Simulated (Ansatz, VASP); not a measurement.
**AlCo: VASP beside Ansatz**

Contents of INCAR:

```
  PREC = Accurate
  ENCUT = 520
  EDIFF = 1E-6
  ISMEAR = -1
  SIGMA = 0.08
  LREAL = F
  LASPH = T
  NELM = 80
  ALGO = Normal
  ISIF = 2
  LWAVE = F
  LCHARG = F
  NBANDS = 13
```

The input KPOINTS:

```
regular mesh
0
Gamma
  15 15 15
```

File POSCAR:

```
AlCo
1.0
    0.0000000000      1.9174779509      1.9174779509
    1.9174779509      0.0000000000      1.9174779509
    1.9174779509      1.9174779509      0.0000000000
Co Al
1 1
Direct
    0.0000000000      0.0000000000      0.0000000000
    0.5000000000      0.5000000000      0.5000000000
```

Input for Ansatz:

```yaml
crystal:
  lattice:
    - [0.0, 1.9174779509, 1.9174779509]
    - [1.9174779509, 0.0, 1.9174779509]
    - [1.9174779509, 1.9174779509, 0.0]
  atoms:
    - { symbol: Co, position: [0.0, 0.0, 0.0] }
    - { symbol: Al, position: [0.5, 0.5, 0.5] }
kpoints:
  mp_grid: { grid: [15, 15, 15] }
  band_path:
    path:
      - [0.0, 0.0, 0.0]
      - [0.5, 0.0, 0.5]
      - [0.625, 0.25, 0.625]
      - [0.375, 0.375, 0.75]
      - [0.0, 0.0, 0.0]
      - [0.5, 0.5, 0.5]
      - [0.5, 0.25, 0.75]
      - [0.5, 0.0, 0.5]
    npoints: 8
scf:
  occupations: { method: fermi_dirac, width: 0.08 }
hamiltonian:
  xc: lda
  pseudopotentials: { kind: paw }
output:
  forces: true
  stress: true
  eigenvalues: true
  populations: true
  dos: { projected: true, de: 0.2, e_range: [-14, 8] }
  write_density: true
  write_potential: true
  elf: true
  volumetric_format: npy
```

Change from the starting cell: volume scaled by 0.55, PAW files.

Alike in both runs: task single point; functional LDA; k mesh 15 × 15 × 15; occupations fermi-dirac, width 0.08 eV; no spin polarisation.

|  | VASP | Ansatz |
| --- | --- | --- |
| version | VASP 6.6.1 | Ansatz 0.2.0 |
| potentials or method | VASP PAW LDA potentials, release 64 (Co, Al) | PAW with Ansatz's default frozen-core files, scalar-relativistic |
| plane-wave cutoff (eV) | 520 | 420 |
| valence electrons in the cell | 12 | 20 |

Ansatz gave:

| Property | Result |
| --- | --- |
| pressure (GPa) | 280.0 |

Problem. Estimate VASP's values.

Solution. Pressure (GPa): 289.0.

LDA's correlation is that of Perdew and Zunger in VASP and of Perdew and Wang (1992) in Ansatz. Both programs put the cell under a high pressure, so it lies far from rest at this level. VASP's potentials hold 12 valence electrons a cell and Ansatz's 20, so a difference there can come from the potentials and not from the codes.

Noted on VASP's run: the cell as given lies far from equilibrium.
